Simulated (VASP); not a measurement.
Wanted: the native input for a VASP 6.6.1 run.

```yaml
Task: single point
Functional: LDA
Potentials_or_basis: VASP PAW LDA potentials, release 64 (Al)
Cutoff: 520 eV
k_mesh: 19 × 19 × 19
Occupations: fermi-dirac, width 0.08 eV
Spin: no spin polarisation
Dipole_correction: no
Further_INCAR_settings: ALGO = Normal; EDIFF = 1e-06; NBANDS = 8
```

The structure of Al lies in POSCAR:

```
Al
1.0
   -1.4020362215      1.4020362215      1.4020362215
    1.4020362215     -1.4020362215      1.4020362215
    1.4020362215      1.4020362215     -1.4020362215
Al
1
Direct
    0.0000000000      0.0000000000      0.0000000000
```

This cell differs from its parent crystal: volume scaled by 0.68.

One way to write it, as run:

INCAR

```
SYSTEM = Al
  PREC = Accurate
  ENCUT = 520
  EDIFF = 1E-6
  ISMEAR = -1
  SIGMA = 0.08
  LREAL = .FALSE.
  LASPH = .TRUE.
  NELM = 60
  ALGO = Normal
  ISIF = 2
  LWAVE = .FALSE.
  LCHARG = .TRUE.
  GGA = CA
  LELF = .TRUE.
  LVHAR = .TRUE.
  NBANDS = 8
```

KPOINTS

```
Automatic mesh
0
G
  19 19 19
  0 0 0
```

Potentials or basis: VASP PAW LDA potentials, release 64 (Al).

Run with:

```sh
$ cat potpaw_LDA.64/Al/POTCAR > POTCAR
$ mpirun -np 1 vasp_std > vasp.out
```

Results of the run:

```yaml
Pressure: 65.6 GPa
```

Run time: 9.5 s on 1 thread of Intel(R) Xeon(R) Platinum 8259CL CPU @ 2.50GHz (Skylake/Cascade Lake) (shared host), peak memory 0.12 GiB.
